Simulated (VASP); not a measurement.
# Mn (Im-3m) in VASP: a series of runs

The runs below take Mn through single point, with revPBE.

Program: VASP 6.6.1. These are calculated values, not measurements. Logs are shortened: lines on timing, memory, paths and dates and some standing lists are left out, and cuts for length are marked.

### Step 1. The cell of the first run

Symmetry: Im-3m, No. 229, cubic system. The conventional cell has a = 2.693 Å, b = 2.693 Å, c = 2.693 Å, α = 90.00°, β = 90.00°, γ = 90.00°. Within 3.1 Å of Mn (site symmetry m-3m) lie 14 Mn at 2.33 to 2.69 Å.

### Step 2. Single point, revPBE, collinear spin, ferromagnetic start (volume scaled by 0.88)

INCAR

```
ALGO = Normal ; EDIFF = 1E-6
ENCUT = 500 ; GGA = RE
GGA_COMPAT = False ; ISIF = 2
ISMEAR = -1 ; ISPIN = 2
LASPH = True ; LCHARG = False
LMAXMIX = 4 ; LORBIT = 11
LREAL = False ; LWAVE = False
MAGMOM = -0.899 ; NBANDS = 16
NELM = 200 ; PREC = Accurate
SIGMA = 0.05
```

KPOINTS

```
k-points
0
Gamma
  18 18 18
```

POSCAR

```
Mn
1.0
   -1.3464776531      1.3464776531      1.3464776531
    1.3464776531     -1.3464776531      1.3464776531
    1.3464776531      1.3464776531     -1.3464776531
Mn
1
Direct
    0.0000000000      0.0000000000      0.0000000000
```

Potentials or basis: VASP PAW PBE potentials, release 64 (Mn_pv).

The run is started by

```
> cat potpaw_PBE.64/Mn_pv/POTCAR > POTCAR
> mpirun -np 1 vasp_std > vasp.out
```

OUTCAR:

```text
EDIFF = 1E-6
   ENCUT = 500
   GGA = RE
   ISIF = 2
   ISMEAR = -1
   ISPIN = 2
   LASPH = True
   LORBIT = 11
   LREAL = False
   NELM = 200
   PREC = Accurate

 ion  position               nearest neighbor table
   1  0.000  0.000  0.000-

  LATTYP: Found a body centered cubic cell.
 ALAT       =     2.6929553062

  Lattice vectors:

 A1 = (  -1.3464776531,   1.3464776531,   1.3464776531)
 A2 = (   1.3464776531,  -1.3464776531,   1.3464776531)
 A3 = (   1.3464776531,   1.3464776531,  -1.3464776531)

Analysis of symmetry for initial positions (statically):
=====================================================================
 Subroutine PRICEL returns:
 Original cell was already a primitive cell.

 Routine SETGRP: Setting up the symmetry group for a
 body centered cubic supercell.

 Subroutine GETGRP returns: Found 48 space group operations
 (whereof 48 operations were pure point group operations)
 out of a pool of 48 trial point group operations.

The static configuration has the point symmetry O_h .

Analysis of symmetry for dynamics (positions and initial velocities):
=====================================================================
 Subroutine PRICEL returns:
 Original cell was already a primitive cell.

 Routine SETGRP: Setting up the symmetry group for a
 body centered cubic supercell.

 Subroutine GETGRP returns: Found 48 space group operations
 (whereof 48 operations were pure point group operations)
 out of a pool of 48 trial point group operations.

The dynamic configuration has the point symmetry O_h .

Analysis of structural, dynamic, and magnetic symmetry:
=====================================================================
 Subroutine PRICEL returns:
 Original cell was already a primitive cell.

 Routine SETGRP: Setting up the symmetry group for a
 body centered cubic supercell.

 Subroutine GETGRP returns: Found 48 space group operations
 (whereof 48 operations were pure point group operations)
 out of a pool of 48 trial point group operations.

The overall configuration has the point symmetry O_h .

 Subroutine INISYM returns: Found 48 space group operations
 (whereof 48 operations are pure point group operations),
 and found     1 'primitive' translations

----------------------------------------------------------------------------------------

                                     Primitive cell

  volume of cell :       9.7647

[... 101 lines left out ...]
   ISMEAR =    -1;   SIGMA  =   0.05  broadening in eV -4-tet -1-fermi 0-gaus
   EFERMI_NEDOS =   21; number of points for ismear=-14 and -15
   IALGO  =     38    algorithm
   IMIX   =      4    mixing-type and parameters
     AMIX     =   0.40;   BMIX     =  1.00
     AMIX_MAG =   1.60;   BMIX_MAG =  1.00
  volume/ion in A,a.u.               =       9.76        65.90
  Fermi-wavevector in a.u.,A,eV,Ry     =   1.800958  3.403316 44.129789  3.243448
  Thomas-Fermi vector in A             =   2.861578
   LORBIT       =     11    0 simple, 1 ext, 2 COOP (PROOUT), +10 PAW based schemes
   GGA     = RE    functional components
   LHFCALC =     F    Hartree Fock is set to
   AEXX    =    0.0000 exact exchange contribution
   IVDW    =     0    specifies the selected vdW correction
   LEPSILON=     F    determine dielectric tensor
   LRPA    =     F    only Hartree local field effects (RPA)
 spin polarized calculation
  energy-cutoff  :      500.00
  volume of cell :        9.76
 maximum number of plane-waves:       258
 NGX is ok and might be reduce to    18
   NGX =  9   NGY =  9   NGZ =  9

 number of electron      13.0000014 magnetization      -0.4533412

 Free energy of the ion-electron system (eV)
  ---------------------------------------------------
  ext. energy  EPLUGINS =         0.00000000
  ---------------------------------------------------
  free energy    TOTEN  =        -8.29021143 eV

  energy without entropy =       -8.27540256  energy(sigma->0) =       -8.28280699

 E-fermi :  12.3894     XC(G=0): -14.5238

 val. band max:       12.3813676950   @ k =  -0.1111   0.1667   0.0556
 cond. band min:      12.3898536790   @ k =  -0.4444   0.4444   0.2778
 fundamental gap:      0.0084859840
 Fermi energy:        12.3893720743

 spin component 1

 k-point     1 :       0.0000    0.0000    0.0000
  band No.  band energies     occupation
      1     -35.3514      1.00000
      2     -35.3514      1.00000
      3     -35.3514      1.00000
      4       3.3160      1.00000
      5      10.7853      1.00000
      6      10.7853      1.00000
[... 435 lines left out ...]
      5       9.1912      1.00000
      6      11.5391      1.00000
[... 8 lines left out ...]
     15      46.1706      0.00000
     16      47.3768      0.00000

 [... further k-points ...]

 spin component 2

 k-point     1 :       0.0000    0.0000    0.0000
  band No.  band energies     occupation
      1     -35.8702      1.00000
      2     -35.8702      1.00000
      3     -35.8702      1.00000
      4       3.2370      1.00000
      5      10.3940      1.00000
      6      10.3940      1.00000
[... 435 lines left out ...]
      5       8.8468      1.00000
      6      11.2632      1.00000
[... 8 lines left out ...]
     15      46.0643      0.00000
     16      47.2156      0.00000

 [... further k-points ...]

------------------------ aborting loop because EDIFF is reached ----------------------------------------

  FORCE on cell =-STRESS in cart. coord.  units (eV):
  Direction    XX          YY          ZZ          XY          YZ          ZX
  --------------------------------------------------------------------------------------
  -------------------------------------------------------------------------------------
  Total        2.4410202      2.4410202      2.4410202      0.0000000      0.0000000     -0.0000000
  in kB      400.5202889    400.5202889    400.5202889      0.0000000      0.0000000     -0.0000000
  external PRESSURE =     400.5202889 kB  Pullay stress =       0.0000000 kB

 VOLUME and BASIS-vectors are now :
 -----------------------------------------------------------------------------
  energy-cutoff  :      500.00
  volume of cell :        9.76
      direct lattice vectors                 reciprocal lattice vectors
    -1.346477653  1.346477653  1.346477653     0.000000000  0.371339249  0.371339249
     1.346477653 -1.346477653  1.346477653     0.371339249  0.000000000  0.371339249
     1.346477653  1.346477653 -1.346477653     0.371339249  0.371339249  0.000000000

 POSITION                                       TOTAL-FORCE (eV/Angst)
 -----------------------------------------------------------------------------------
      0.00000      0.00000      0.00000         0.000000      0.000000      0.000000
 -----------------------------------------------------------------------------------
    total drift:                                0.000000      0.000000      0.000000

  FREE ENERGIE OF THE ION-ELECTRON SYSTEM (eV)
  ---------------------------------------------------
  free  energy   TOTEN  =        -8.2902114278 eV

  energy  without entropy=       -8.2754025555  energy(sigma->0) =       -8.28280699

 total charge

# of ion       s       p       d       tot
------------------------------------------
    1        0.457   6.480   5.242  12.179

 magnetization (x)

# of ion       s       p       d       tot
------------------------------------------
    1        0.003   0.005  -0.457  -0.449
```

OSZICAR:

```text
N       E                     dE             d eps       ncg     rms          rms(c)
DAV:   1     0.770320192790E+02    0.77032E+02   -0.66174E+03 12912   0.104E+03
DAV:   2    -0.809044943323E+01   -0.85122E+02   -0.80559E+02 13904   0.265E+02
DAV:   3    -0.970280267377E+01   -0.16124E+01   -0.16094E+01 14744   0.390E+01
DAV:   4    -0.970701440592E+01   -0.42117E-02   -0.42117E-02 14680   0.197E+00
DAV:   5    -0.970703400542E+01   -0.19600E-04   -0.19600E-04 14232   0.118E-01    0.150E+01
DAV:   6    -0.832082161649E+01    0.13862E+01   -0.19431E+00 14456   0.285E+01    0.172E+00
DAV:   7    -0.829982352029E+01    0.20998E-01   -0.38223E-02 12928   0.291E+00    0.120E+00
DAV:   8    -0.829157767738E+01    0.82458E-02   -0.16630E-03 14832   0.535E-01    0.751E-01
DAV:   9    -0.829017183379E+01    0.14058E-02   -0.65729E-04 14360   0.318E-01    0.969E-02
DAV:  10    -0.829019512437E+01   -0.23291E-04   -0.73460E-05 13168   0.108E-01    0.422E-02
DAV:  11    -0.829020329397E+01   -0.81696E-05   -0.66255E-06 14152   0.263E-02    0.310E-02
DAV:  12    -0.829020741613E+01   -0.41222E-05   -0.84523E-06 13840   0.347E-02    0.145E-02
DAV:  13    -0.829020901871E+01   -0.16026E-05   -0.93819E-07  9168   0.118E-02    0.909E-03
DAV:  14    -0.829021137879E+01   -0.23601E-05   -0.12364E-06  9032   0.134E-02    0.189E-03
DAV:  15    -0.829021142779E+01   -0.49000E-07   -0.13838E-07  6328   0.400E-03
   1 F= -.82902114E+01 E0= -.82828070E+01  d E =-.148089E-01  mag=    -0.4534
```

stdout:

```text
POSCAR found type information on POSCAR Mn
 POSCAR found :  1 types and       1 ions
 scaLAPACK will be used
 -----------------------------------------------------------------------------
|                                                                             |
|                                                                             |
|     You enforced a specific xc type in the INCAR file but a different       |
|     I HOPE YOU KNOW WHAT YOU ARE DOING!                                     |
|                                                                             |
 -----------------------------------------------------------------------------

 LDA part: xc-table for (Slater+PW92), standard interpolation
 POSCAR, INCAR and KPOINTS ok, starting setup
 FFT: planning ... GRIDC
 FFT: planning ... GRID_SOFT
 FFT: planning ... GRID
 WAVECAR not read
 entering main loop
```

Run time: 99 s. Hardware: 1 thread of Intel Xeon 8259CL, shared host; peak memory 0.16 GiB.

Results:

* Free energy: -8.2902 eV
* Pressure: 40.1 GPa
* Net moment: -0.45 μB per cell
* Site moments: Mn -0.45 μB
* Valence electrons inside the program's atomic spheres: Mn 12.18

Caveat: the PAW data sets were made with another functional, which shifts forces and pressure a little.

### Step 3. Single point, revPBE, collinear spin, ferromagnetic start (volume scaled by 0.92)

INCAR

```
SYSTEM = Mn
PREC = Accurate
ENCUT = 500
EDIFF = 1E-6
ISMEAR = -1
SIGMA = 0.05
LREAL = .False.
LASPH = .True.
NELM = 200
ALGO = Normal
ISIF = 2
LWAVE = .False.
LCHARG = .True.
ISPIN = 2
MAGMOM = -0.899
LORBIT = 11
LMAXMIX = 4
GGA = RE
LELF = .True.
LVHAR = .True.
NBANDS = 16
GGA_COMPAT = .False.
```

KPOINTS

```
Automatic mesh
0
Gamma
  18 18 18
  0 0 0
```

POSCAR

```
Mn
1.0
   -1.3665772978      1.3665772978      1.3665772978
    1.3665772978     -1.3665772978      1.3665772978
    1.3665772978      1.3665772978     -1.3665772978
Mn
1
Direct
    0.0000000000      0.0000000000      0.0000000000
```

Potentials or basis: VASP PAW PBE potentials, release 64 (Mn_pv).

The run is started by

```
> cat potpaw_PBE.64/Mn_pv/POTCAR > POTCAR
> mpirun -np 1 vasp_std > vasp.out
```

OUTCAR:

```text
SYSTEM = Mn
   PREC = Accurate
   ENCUT = 500
   EDIFF = 1E-6
   ISMEAR = -1
   LREAL = .False.
   LASPH = .True.
   NELM = 200
   ISIF = 2
   ISPIN = 2
   LORBIT = 11
   GGA = RE

 ion  position               nearest neighbor table
   1  0.000  0.000  0.000-

  LATTYP: Found a body centered cubic cell.
 ALAT       =     2.7331545956

  Lattice vectors:

 A1 = (  -1.3665772978,   1.3665772978,   1.3665772978)
 A2 = (   1.3665772978,  -1.3665772978,   1.3665772978)
 A3 = (   1.3665772978,   1.3665772978,  -1.3665772978)

Analysis of symmetry for initial positions (statically):
=====================================================================
 Subroutine PRICEL returns:
 Original cell was already a primitive cell.

 Routine SETGRP: Setting up the symmetry group for a
 body centered cubic supercell.

 Subroutine GETGRP returns: Found 48 space group operations
 (whereof 48 operations were pure point group operations)
 out of a pool of 48 trial point group operations.

The static configuration has the point symmetry O_h .

Analysis of symmetry for dynamics (positions and initial velocities):
[... 638 lines left out ...]
 spin component 2

 k-point     1 :       0.0000    0.0000    0.0000
  band No.  band energies     occupation
      1     -36.6580      1.00000
      2     -36.6580      1.00000
      3     -36.6580      1.00000
      4       2.7441      1.00000
      5       9.7492      1.00000
      6       9.7492      1.00000
[... 435 lines left out ...]
      5       8.3031      1.00000
      6      10.5444      1.00000
[... 8 lines left out ...]
     15      44.5183      0.00000
     16      45.5497      0.00000

 [... further k-points ...]

------------------------ aborting loop because EDIFF is reached ----------------------------------------

  FORCE on cell =-STRESS in cart. coord.  units (eV):
  Direction    XX          YY          ZZ          XY          YZ          ZX
  --------------------------------------------------------------------------------------
  -------------------------------------------------------------------------------------
  Total        1.5005835      1.5005835      1.5005835      0.0000000     -0.0000000      0.0000000
  in kB      235.5093533    235.5093533    235.5093533      0.0000000     -0.0000000      0.0000000
  external PRESSURE =     235.5093533 kB  Pullay stress =       0.0000000 kB

 VOLUME and BASIS-vectors are now :
 -----------------------------------------------------------------------------
  energy-cutoff  :      500.00
  volume of cell :       10.21
      direct lattice vectors                 reciprocal lattice vectors
    -1.366577298  1.366577298  1.366577298     0.000000000  0.365877584  0.365877584
     1.366577298 -1.366577298  1.366577298     0.365877584  0.000000000  0.365877584
     1.366577298  1.366577298 -1.366577298     0.365877584  0.365877584  0.000000000

 POSITION                                       TOTAL-FORCE (eV/Angst)
 -----------------------------------------------------------------------------------
      0.00000      0.00000      0.00000         0.000000      0.000000      0.000000
 -----------------------------------------------------------------------------------
    total drift:                                0.000000      0.000000      0.000000

  FREE ENERGIE OF THE ION-ELECTRON SYSTEM (eV)
  ---------------------------------------------------
  free  energy   TOTEN  =        -8.3780339835 eV

  energy  without entropy=       -8.3625567114  energy(sigma->0) =       -8.37029535

 total charge

# of ion       s       p       d       tot
------------------------------------------
    1        0.438   6.446   5.194  12.078

 magnetization (x)

# of ion       s       p       d       tot
------------------------------------------
    1        0.003   0.008  -0.627  -0.615
```

OSZICAR:

```text
N       E                     dE             d eps       ncg     rms          rms(c)
DAV:   1     0.789271361157E+02    0.78927E+02   -0.66695E+03 12792   0.103E+03
DAV:   2    -0.816893631576E+01   -0.87096E+02   -0.82388E+02 13928   0.265E+02
DAV:   3    -0.985292928103E+01   -0.16840E+01   -0.16803E+01 14632   0.397E+01
DAV:   4    -0.985774022557E+01   -0.48109E-02   -0.48108E-02 14912   0.209E+00
DAV:   5    -0.985776516282E+01   -0.24937E-04   -0.24936E-04 14176   0.133E-01    0.141E+01
DAV:   6    -0.840986824829E+01    0.14479E+01   -0.21374E+00 14744   0.296E+01    0.185E+00
DAV:   7    -0.838652294104E+01    0.23345E-01   -0.62199E-02 12856   0.364E+00    0.116E+00
DAV:   8    -0.837904563602E+01    0.74773E-02   -0.20572E-03 15288   0.540E-01    0.763E-01
DAV:   9    -0.837777122153E+01    0.12744E-02   -0.92974E-04 14968   0.363E-01    0.135E-01
DAV:  10    -0.837785440772E+01   -0.83186E-04   -0.81338E-05 13336   0.117E-01    0.915E-02
DAV:  11    -0.837795199918E+01   -0.97591E-04   -0.54631E-05 13528   0.728E-02    0.742E-02
DAV:  12    -0.837802235008E+01   -0.70351E-04   -0.94579E-05 14448   0.116E-01    0.280E-02
DAV:  13    -0.837803002318E+01   -0.76731E-05   -0.13228E-05 15088   0.396E-02    0.103E-02
DAV:  14    -0.837803422419E+01   -0.42010E-05   -0.11830E-06 11960   0.121E-02    0.169E-03
DAV:  15    -0.837803398351E+01    0.24067E-06   -0.52765E-08  6400   0.339E-03
   1 F= -.83780340E+01 E0= -.83702953E+01  d E =-.154773E-01  mag=    -0.6188
```

Wall time 1.8 min (1 thread of Intel Xeon 8259CL, shared host); peak memory 0.16 GiB.

Results:

```yaml
Free_energy: -8.3780 eV
Pressure: 23.6 GPa
Net_moment: -0.62 μB per cell
Site_moments: Mn -0.61 μB
Valence_electrons_inside_the_program's_atomic_spheres: Mn 12.08
```

Levels at points of the mesh, in eV from the Fermi level:
Spin up:
| k point | band 3 | band 4 | band 5 | band 6 | band 7 | band 8 | band 9 | band 10 |
| --- | --- | --- | --- | --- | --- | --- | --- | --- |
| (0.00, 0.00, 0.00) | -47.62 | -8.83 | -1.39 | -1.39 | -1.39 | 0.82 | 0.82 | 24.15 |
| (0.50, 0.00, 0.00) | -47.62 | -5.05 | -2.99 | 0.79 | 0.79 | 1.17 | 2.45 | 10.14 |
| (0.50, 0.50, 0.50) | -48.24 | -4.87 | -4.87 | 2.05 | 2.05 | 2.05 | 11.15 | 11.15 |
Spin down:
```csv
k point,band 3,band 4,band 5,band 6,band 7,band 8,band 9,band 10,band 11,band 12
"(0.00, 0.00, 0.00)",-48.33,-8.93,-1.92,-1.92,-1.92,0.04,0.04,24.17,24.17,24.17
"(0.50, 0.00, 0.00)",-48.33,-5.42,-3.46,0.08,0.37,0.70,1.83,9.72,18.34,22.53
"(0.50, 0.50, 0.50)",-48.94,-5.37,-5.37,1.44,1.44,1.44,11.04,11.04,11.04,17.78
```

Caveat: the PAW data sets were made with another functional, which shifts forces and pressure a little.
